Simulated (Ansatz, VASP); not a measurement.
# Ir: VASP beside Ansatz

The input INCAR:

```
SYSTEM = Ir
ALGO     = Normal         ! electronic algorithm
EDIFF    = 1E-6           ! SCF threshold, eV
ENCUT    = 500            ! plane-wave cutoff, eV
GGA_COMPAT= .False.      
ISIF     = 2              ! what is computed and relaxed
ISMEAR   = 0              ! smearing method
LASPH    = .True.         ! aspherical terms in the spheres
LCHARG   = .False.        ! write CHGCAR
LREAL    = .False.        ! projectors in reciprocal space
LWAVE    = .False.        ! write WAVECAR
NBANDS   = 14             ! bands
NELM     = 120            ! most SCF steps
PREC     = Accurate       ! precision mode
SIGMA    = 0.15           ! smearing width, eV
```

KPOINTS

```
k-points
0
Gamma
  22 22 22
  0 0 0
```

POSCAR

```
Ir
1.0
    0.0000000000      1.8568178116      2.1669063861
    1.8568178116      0.0000000000      2.1669063861
    1.8568178116      1.8568178116      0.0000000000
Ir
1
Direct
    0.0000000000      0.0000000000      0.0000000000
```

Input for Ansatz:

```yaml
crystal:
  lattice:
    - [0.0, 1.8568178116, 2.1669063861]
    - [1.8568178116, 0.0, 2.1669063861]
    - [1.8568178116, 1.8568178116, 0.0]
  atoms:
    - { symbol: Ir, position: [0.0, 0.0, 0.0] }
basis:
  ecutwfc: 420
kpoints:
  mp_grid: { grid: [22, 22, 22] }
hamiltonian:
  xc: lda
  pseudopotentials: { kind: paw, azcp: { folder: soft_1 } }
scf:
  occupations: { method: gaussian, width: 0.15 }
output:
  forces: true
  stress: true
  eigenvalues: true
  write_density: true
  write_potential: true
  elf: true
  volumetric_format: npy
```

Alike in both runs: task single point; functional LDA; k mesh 22 × 22 × 22; occupations gaussian, width 0.15 eV; no spin polarisation.

|  | VASP | Ansatz |
| --- | --- | --- |
| version | VASP 6.6.1 | Ansatz 0.2.0 |
| potentials or method | VASP PAW LDA potentials, release 64 (Ir_sv_GW), cutoff 500 eV | scalar-relativistic, plane waves, PAW |
| valence electrons in the cell | 17 | 17 |

|  | VASP | Ansatz | Ansatz less VASP |
| --- | --- | --- | --- |
| gap on the k mesh at the Fermi level (eV) | none | none | - |
| pressure (GPa) | -21.8 | -20.0 | +1.78 |
| traceless stress, the component that is largest in VASP (GPa) | -30.12 | -30.12 | +0.001 |

Ansatz warns that its potentials were made for another functional, while VASP's fit it. LDA's correlation is that of Perdew and Zunger in VASP and of Perdew and Wang (1992) in Ansatz. A gap of «none» marks a metal or a gap that the smearing closes.

Spin-orbit coupling is off throughout.
